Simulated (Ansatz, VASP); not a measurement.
CdTe in VASP and in Ansatz

File POSCAR:

```
CdTe
1.0
    0.0000000000      3.1804491718      3.1804491718
    3.1804491718      0.0000000000      3.1804491718
    3.1804491718      3.1804491718      0.0000000000
Cd Te
1 1
Direct
    0.0000000000      0.0000000000      0.0000000000
    0.2500000000      0.2500000000      0.2500000000
```

INCAR.step1

```
ALGO = Normal
EDIFF = 1E-5
ENCUT = 520
GGA = PE
ISIF = 2
ISMEAR = 0
LASPH = True
LCHARG = False
LREAL = False
LWAVE = True
NBANDS = 16
NELM = 100
PREC = Accurate
SIGMA = 0.02
```

File INCAR.step2:

```
ALGO = Normal
EDIFF = 1E-6
ENCUT = 520
GGA = PE
HFSCREEN = 0.2079
ISIF = 2
ISMEAR = 0
ISTART = 1
LASPH = True
LCHARG = False
LHFCALC = True
LREAL = False
LWAVE = False
NBANDS = 16
NELM = 100
PREC = Accurate
PRECFOCK = Normal
SIGMA = 0.02
```

Contents of KPOINTS:

```
k-points
0
Gamma
  6 6 6
```

Input for Ansatz:

```yaml
crystal:
  lattice:
    - [0.0, 3.1804491718, 3.1804491718]
    - [3.1804491718, 0.0, 3.1804491718]
    - [3.1804491718, 3.1804491718, 0.0]
  atoms:
    - { symbol: Cd, position: [0.0, 0.0, 0.0] }
    - { symbol: Te, position: [0.25, 0.25, 0.25] }
basis:
  ecutwfc: 420
kpoints:
  mp_grid: { grid: [6, 6, 6] }
hamiltonian:
  xc: hse06
scf:
  occupations: { method: gaussian, width: 0.02 }
output:
  forces: true
  stress: true
  eigenvalues: true
  write_density: true
  write_potential: true
  elf: true
  volumetric_format: npy
```

Alike in both runs: task single point; functional HSE06; k mesh 6 × 6 × 6; occupations gaussian, width 0.02 eV; no spin polarisation.

```csv
,VASP,Ansatz
version,VASP 6.6.1,Ansatz 0.2.0
potentials or method,"VASP PAW PBE potentials, release 64 (Cd, Te), cutoff 520 eV","scalar-relativistic, plane waves, PAW"
valence electrons in the cell,18,36
```

|  | VASP | Ansatz | Ansatz less VASP |
| --- | --- | --- | --- |
| gap on the k mesh at the Fermi level (eV) | 1.73 | 1.83 | +0.097 |
| least direct gap on the mesh (eV) | 1.73 | 1.83 | +0.097 |
| pressure (GPa) | 4.6 | 4.6 | +0.02 |

VASP's potentials hold 18 valence electrons a cell and Ansatz's 36, so a difference there can come from the potentials and not from the codes. Ansatz's warnings: stress exchange threshold loose, stress scf threshold loose.

Spin-orbit coupling is off throughout.
